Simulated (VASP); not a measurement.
# Si5W2 in VASP: further runs

Runs on Si5W2. Level: PBE. Tasks: single point.

Program: VASP 6.6.1. These are calculated values, not measurements. Logs are shortened: lines on timing, memory, paths and dates and some standing lists are left out, and cuts for length are marked.

## 1. The cell of the first run

The cell holds a slab with vacuum, 7 atoms: a = 3.229 Å, b = 3.229 Å, c = 21.937 Å, α = 90.00°, β = 90.00°, γ = 90.00°.

## 2. Single point, PBE

INCAR reads:

```
SYSTEM = Si5W2
PREC = Accurate ; ENCUT = 520
EDIFF = 1E-7 ; ISMEAR = 0
SIGMA = 0.1 ; LREAL = .FALSE.
LASPH = .TRUE. ; NELM = 60
ALGO = Normal ; ISIF = 2
LWAVE = .FALSE. ; LCHARG = .FALSE.
LDIPOL = .TRUE. ; IDIPOL = 3
DIPOL = 0.5 0.5 0.366 ; GGA = PE
NBANDS = 33
```

KPOINTS reads:

```
Automatic mesh
0
G
  8 8 1
  0 0 0
```

POSCAR reads:

```
Si5W2
1.0
    3.2292919635      0.0000000000      0.0000000000
    0.0000000000      3.2292919635      0.0000000000
    0.0000000000      0.0000000000     21.9372962601
Si W
5 2
Direct
    0.0000000000      0.0000000000      0.1823378758
    0.0000000000      0.0000000000      0.3009901014
    0.5000000000      0.5000000000      0.3590107496
    0.5000000000      0.5000000000      0.4757786072
    0.5000000000      0.5000000000      0.5829285063
    0.5000000000      0.5000000000      0.2416639886
    0.0000000000      0.0000000000      0.4178382285
```

Potentials or basis: VASP PAW PBE potentials, release 64 (Si, W_sv).

Command:

```
> cat potpaw_PBE.64/Si/POTCAR potpaw_PBE.64/W_sv/POTCAR > POTCAR
> mpirun -np 1 vasp_std > vasp.out
```

OUTCAR:

```text
SYSTEM = Si5W2
   PREC = Accurate
   ENCUT = 520
   EDIFF = 1E-7
   ISMEAR = 0
   LREAL = .FALSE.
   LASPH = .TRUE.
   NELM = 60
   ISIF = 2
   GGA = PE

 ion  position               nearest neighbor table
   1  0.000  0.000  0.182-   2 2.60   6 2.63   6 2.63   6 2.63   6 2.63
   2  0.000  0.000  0.301-   7 2.56   1 2.60   3 2.61   3 2.61   3 2.61   3 2.61   6 2.63   6 2.63
                             6 2.63   6 2.63
   3  0.500  0.500  0.359-   4 2.56   6 2.57   2 2.61   2 2.61   2 2.61   2 2.61   7 2.62   7 2.62
                             7 2.62   7 2.62
   4  0.500  0.500  0.476-   5 2.35   3 2.56   7 2.61   7 2.61   7 2.61   7 2.61
   5  0.500  0.500  0.583-   4 2.35
   6  0.500  0.500  0.242-   3 2.57   2 2.63   2 2.63   2 2.63   2 2.63   1 2.63   1 2.63   1 2.63
                             1 2.63
   7  0.000  0.000  0.418-   2 2.56   4 2.61   4 2.61   4 2.61   4 2.61   3 2.62   3 2.62   3 2.62
                             3 2.62

  LATTYP: Found a simple tetragonal cell.
 ALAT       =     3.2292919635
 C/A-ratio  =     6.7932217056

  Lattice vectors:

 A1 = (   3.2292919635,   0.0000000000,   0.0000000000)
 A2 = (   0.0000000000,   3.2292919635,   0.0000000000)
 A3 = (   0.0000000000,   0.0000000000,  21.9372962601)

Analysis of symmetry for initial positions (statically):
=====================================================================
 Subroutine PRICEL returns:
 Original cell was already a primitive cell.

 Routine SETGRP: Setting up the symmetry group for a
 simple tetragonal supercell.

 Subroutine GETGRP returns: Found  8 space group operations
 (whereof  8 operations were pure point group operations)
 out of a pool of 16 trial point group operations.

The static configuration has the point symmetry C_4v.

Analysis of symmetry for dynamics (positions and initial velocities):
=====================================================================
 Subroutine PRICEL returns:
 Original cell was already a primitive cell.

 Routine SETGRP: Setting up the symmetry group for a
 simple tetragonal supercell.

 Subroutine GETGRP returns: Found  8 space group operations
 (whereof  8 operations were pure point group operations)
 out of a pool of 16 trial point group operations.

The dynamic configuration has the point symmetry C_4v.

 Subroutine INISYM returns: Found  8 space group operations
 (whereof  8 operations are pure point group operations),
 and found     1 'primitive' translations

----------------------------------------------------------------------------------------

                                     Primitive cell

  volume of cell :     228.7693

  direct lattice vectors                    reciprocal lattice vectors
     3.229291964  0.000000000  0.000000000     0.309665404  0.000000000  0.000000000
     0.000000000  3.229291964  0.000000000     0.000000000  0.309665404  0.000000000
     0.000000000  0.000000000 21.937296260     0.000000000  0.000000000  0.045584469

  length of vectors
     3.229291964  3.229291964 21.937296260     0.309665404  0.309665404  0.045584469

  position of ions in fractional coordinates (direct lattice)
     0.000000000  0.000000000  0.182337876
     0.000000000  0.000000000  0.300990101
     0.500000000  0.500000000  0.359010750
     0.500000000  0.500000000  0.475778607
     0.500000000  0.500000000  0.582928506
     0.500000000  0.500000000  0.241663989
     0.000000000  0.000000000  0.417838229

  ion indices of the primitive-cell ions
   primitive index   ion index
                 1           1
                 2           2
                 3           3
                 4           4
                 5           5
                 6           6
                 7           7

----------------------------------------------------------------------------------------

 KPOINTS: Automatic mesh

Automatic generation of k-mesh.
 Grid dimensions read from file:
 generate k-points for:    8    8    1

 Generating k-lattice:

  Cartesian coordinates                     Fractional coordinates (reciprocal lattice)
     0.038708175  0.000000000  0.000000000     0.125000000  0.000000000  0.000000000
     0.000000000  0.038708175  0.000000000     0.000000000  0.125000000  0.000000000
     0.000000000  0.000000000  0.045584469     0.000000000  0.000000000  1.000000000

  Length of vectors
     0.038708175  0.038708175  0.045584469

  Shift w.r.t. Gamma in fractional coordinates (k-lattice)
     0.000000000  0.000000000  0.000000000

 Subroutine IBZKPT returns following result:
 ===========================================

 Found     15 irreducible k-points:

 Following reciprocal coordinates:
            Coordinates               Weight
  0.000000  0.000000  0.000000      1.000000
  0.125000  0.000000  0.000000      4.000000
  0.250000  0.000000  0.000000      4.000000
  0.375000  0.000000  0.000000      4.000000
  0.500000  0.000000  0.000000      2.000000
  0.125000  0.125000  0.000000      4.000000
  0.250000  0.125000  0.000000      8.000000
  0.375000  0.125000  0.000000      8.000000
  0.500000  0.125000  0.000000      4.000000
  0.250000  0.250000  0.000000      4.000000
  0.375000  0.250000  0.000000      8.000000
  0.500000  0.250000  0.000000      4.000000
  0.375000  0.375000  0.000000      4.000000
  0.500000  0.375000  0.000000      4.000000
  0.500000  0.500000  0.000000      1.000000
   k-points           NKPTS =     15   k-points in BZ     NKDIM =     15   number of bands    NBANDS=     33
   number of dos      NEDOS =    301   number of ions     NIONS =      7
   total plane-waves  NPLWV =  96768
   dimension x,y,z NGX =    24 NGY =   24 NGZ =  168
   dimension x,y,z NGXF=    48 NGYF=   48 NGZF=  336
   ions per type =               5   2
   NGX,Y,Z   is equivalent  to a cutoff of  12.36, 12.36, 12.73 a.u.
   NGXF,Y,Z  is equivalent  to a cutoff of  24.71, 24.71, 25.46 a.u.
 SYSTEM =  Si5W2
   PREC   = accura    normal or accurate (medium, high low for compatibility)
   ISTART =      0    job   : 0-new  1-cont  2-samecut
   ICHARG =      2    charge: 1-file 2-atom 10-const
   ISPIN  =      1    spin polarized calculation?
   LNONCOLLINEAR =      F non collinear calculations
   LSORBIT =      F    spin-orbit coupling
   LASPH  =      T    aspherical Exc in radial PAW
   ENCUT  =  520.0 eV  38.22 Ry    6.18 a.u.   6.00  6.00 40.79*2*pi/ulx,y,z
   NELM   =     60;   NELMIN=  2; NELMDL= -5     # of ELM steps
   EDIFF  = 0.1E-06   stopping-criterion for ELM
   LREAL  =      F    real-space projection
   EDIFFG = 0.1E-05   stopping-criterion for IOM
   NSW    =      0    number of steps for IOM
   IBRION =     -1    ionic relax: 0-MD 1-quasi-New 2-CG
   NFREE  =      0    steps in history (QN), initial steepest desc. (CG)
   ISIF   =      2    stress and relaxation
   ISYM   =      2    0-nonsym 1-usesym 2-fastsym
   POTIM  = 0.5000    time-step for ionic-motion
   TEBEG  =    0.0;   TEEND  =   0.0 temperature during run
   PSTRESS=    0.0 pullay stress
   NELECT =      48.0000    total number of electrons
   NUPDOWN=      -1.0000    fix difference up-down
   EMIN   =  10.00;   EMAX   =-10.00  energy-range for DOS
   EFERMI =   0.00;   METHOD = LEGACY
   ISMEAR =     0;   SIGMA  =   0.10  broadening in eV -4-tet -1-fermi 0-gaus
   EFERMI_NEDOS =   21; number of points for ismear=-14 and -15
   IALGO  =     38    algorithm
   IMIX   =      4    mixing-type and parameters
     AMIX     =   0.40;   BMIX     =  1.00
     AMIX_MAG =   1.60;   BMIX_MAG =  1.00
  volume/ion in A,a.u.               =      32.68       220.54
  Fermi-wavevector in a.u.,A,eV,Ry     =   0.972798  1.838322 12.875682  0.946336
  Thomas-Fermi vector in A             =   2.103126
   LORBIT       =      0    0 simple, 1 ext, 2 COOP (PROOUT), +10 PAW based schemes
   GGA     = PE    functional components
   LHFCALC =     F    Hartree Fock is set to
   AEXX    =    0.0000 exact exchange contribution
   IVDW    =     0    specifies the selected vdW correction
   LEPSILON=     F    determine dielectric tensor
   LRPA    =     F    only Hartree local field effects (RPA)
 non-spin polarized calculation
 Gauss-broadening in eV      SIGMA  =   0.10
  energy-cutoff  :      520.00
  volume of cell :      228.77
 maximum number of plane-waves:      6214
   NGX = 13   NGY = 13   NGZ = 81

 dipolmoment           0.000000      0.000000     -0.005394 electrons x Angstroem

 number of electron      47.9999998 magnetization

 dipolmoment           0.000000      0.000000      0.041318 electrons x Angstroem

 Free energy of the ion-electron system (eV)
  ---------------------------------------------------
  ext. energy  EPLUGINS =         0.00000000
  ---------------------------------------------------
  free energy    TOTEN  =       -51.16573716 eV

  energy without entropy =      -51.13962276  energy(sigma->0) =      -51.15267996

 E-fermi :   1.9931     XC(G=0):  -6.3644

 val. band max:        1.9864845986   @ k =   0.1250   0.0000   0.0000
 cond. band min:       2.0091092802   @ k =   0.2500   0.2500   0.0000
 fundamental gap:      0.0226246816
 Fermi energy:         1.9931204322

 k-point     1 :       0.0000    0.0000    0.0000
  band No.  band energies     occupation
      1     -71.7344      2.00000
      2     -71.6630      2.00000
      3     -35.9918      2.00000
      4     -35.9434      2.00000
      5     -35.9434      2.00000
      6     -35.9140      2.00000
[... 25 lines left out ...]
     32       6.3078      0.00000
     33       6.3436      0.00000

 k-point     2 :       0.1250    0.0000    0.0000
  band No.  band energies     occupation
      1     -71.7333      2.00000
      2     -71.6619      2.00000
      3     -35.9884      2.00000
      4     -35.9735      2.00000
      5     -35.9406      2.00000
      6     -35.9108      2.00000
[... 25 lines left out ...]
     32       6.4517      0.00000
     33       6.4704      0.00000
[... 430 lines left out ...]
     32       5.5031      0.00000
     33       5.7130      0.00000

 k-point    15 :       0.5000    0.5000    0.0000
  band No.  band energies     occupation
      1     -71.7207      2.00000
      2     -71.6492      2.00000
      3     -36.1169      2.00000
      4     -36.1169      2.00000
      5     -36.0549      2.00000
      6     -36.0549      2.00000
[... 25 lines left out ...]
     32       5.7202      0.00000
     33       5.9736      0.00000

------------------------ aborting loop because EDIFF is reached ----------------------------------------

 vacuum level on the upper side and lower side of the slab       (xc-potential included)         0.188        -0.471

  FORCE on cell =-STRESS in cart. coord.  units (eV):
  Direction    XX          YY          ZZ          XY          YZ          ZX
  --------------------------------------------------------------------------------------
  -------------------------------------------------------------------------------------
  Total       -3.7866883     -3.7866883      0.3384550      0.0000000      0.0000000      0.0000000
  in kB      -26.5199329    -26.5199329      2.3703569      0.0000000      0.0000000      0.0000000
  external PRESSURE =     -16.8898363 kB  Pullay stress =       0.0000000 kB

 VOLUME and BASIS-vectors are now :
 -----------------------------------------------------------------------------
  energy-cutoff  :      520.00
  volume of cell :      228.77
      direct lattice vectors                 reciprocal lattice vectors
     3.229291964  0.000000000  0.000000000     0.309665404  0.000000000  0.000000000
     0.000000000  3.229291964  0.000000000     0.000000000  0.309665404  0.000000000
     0.000000000  0.000000000 21.937296260     0.000000000  0.000000000  0.045584469

 POSITION                                       TOTAL-FORCE (eV/Angst)
 -----------------------------------------------------------------------------------
      0.00000      0.00000      4.00000         0.000000     -0.000000      0.373149
      0.00000      0.00000      6.60291        -0.000000     -0.000000     -0.327810
      1.61465      1.61465      7.87573         0.000000     -0.000000     -0.071202
      1.61465      1.61465     10.43730         0.000000      0.000000      0.762820
      1.61465      1.61465     12.78788         0.000000     -0.000000     -0.002924
      1.61465      1.61465      5.30145         0.000000     -0.000000     -0.105004
      0.00000      0.00000      9.16624         0.000000      0.000000     -0.629028
 -----------------------------------------------------------------------------------
    total drift:                                0.000000     -0.000000     -0.000385

  FREE ENERGIE OF THE ION-ELECTRON SYSTEM (eV)
  ---------------------------------------------------
  free  energy   TOTEN  =       -51.1657371571 eV

  energy  without entropy=      -51.1396227595  energy(sigma->0) =      -51.15267996

 vacuum level on the upper side and lower side of the slab         7.070         6.390
```

Wall time 2.1 min (1 thread of Intel Xeon Platinum 8488C (Sapphire Rapids), shared host); peak memory 0.33 GiB.

What came out:

- Free energy: -51.1657 eV
- Largest force: 0.763 eV/Å
- Band gap on the k mesh: zero (band 24 reaches 2.88 eV, above the bottom of band 25 at 1.57 eV)

Forces on the atoms (eV/Å):
```
Si   0.000  0.000  0.373
Si   0.000  0.000 -0.328
Si   0.000  0.000 -0.071
Si   0.000  0.000  0.763
Si   0.000  0.000 -0.003
W    0.000  0.000 -0.105
W    0.000  0.000 -0.629
```

Caveat: spin-orbit coupling is left out, which moves the levels of the heavy elements.

## 3. Single point, PBE

INCAR reads:

```
ALGO = Normal ; DIPOL = 0.5 0.5 0.360
EDIFF = 1E-6 ; ENCUT = 520
GGA = PE ; IDIPOL = 3
ISIF = 2 ; ISMEAR = 0
LASPH = True ; LCHARG = False
LDIPOL = True ; LREAL = False
LWAVE = False ; NBANDS = 33
NELM = 100 ; PREC = Accurate
SIGMA = 0.1
```

KPOINTS reads:

```
k-points
0
Gamma
  8 8 1
```

POSCAR, as its differences from that of step 2:

```diff
@@ -12,3 +12,3 @@
     0.5000000000      0.5000000000      0.4757786072
-    0.5000000000      0.5000000000      0.5829285063
+    1.0000000000      1.0000000000      0.5388934757
     0.5000000000      0.5000000000      0.2416639886
```

Potentials or basis: VASP PAW PBE potentials, release 64 (Si, W_sv).

Command:

```
> cat potpaw_PBE.64/Si/POTCAR potpaw_PBE.64/W_sv/POTCAR > POTCAR
> mpirun -np 1 vasp_std > vasp.out
```

It took 2 min on 1 thread of Intel Xeon Platinum 8488C (Sapphire Rapids), shared host; peak memory 0.33 GiB.

It converged, with:

| Item | Value |
| --- | --- |
| Free energy | -51.8190 eV |
| Largest force | 0.789 eV/Å |
| Band gap on the k mesh | zero (band 24 reaches 2.67 eV, above the bottom of band 25 at 1.70 eV) |

Forces in eV/Å, atoms in the order of the input:
```
Si   0.000  0.000  0.391
Si   0.000  0.000 -0.717
Si   0.000  0.000 -0.339
Si   0.000  0.000  0.789
Si   0.000  0.000  0.009
W    0.000  0.000 -0.224
W    0.000  0.000  0.091
```

Levels at points of the mesh, in eV from the Fermi level:
```tsv
k point	band 22	band 23	band 24	band 25	band 26	band 27
(0.00, 0.00, 0.00)	0.48	0.48	0.69	0.84	1.01	1.80
(0.50, 0.00, 0.00)	-1.60	-0.36	-0.18	-0.04	2.82	2.83
(0.50, 0.50, 0.00)	-1.97	-1.89	0.01	0.01	0.31	0.76
```

Caveat: spin-orbit coupling is left out, which moves the levels of the heavy elements.
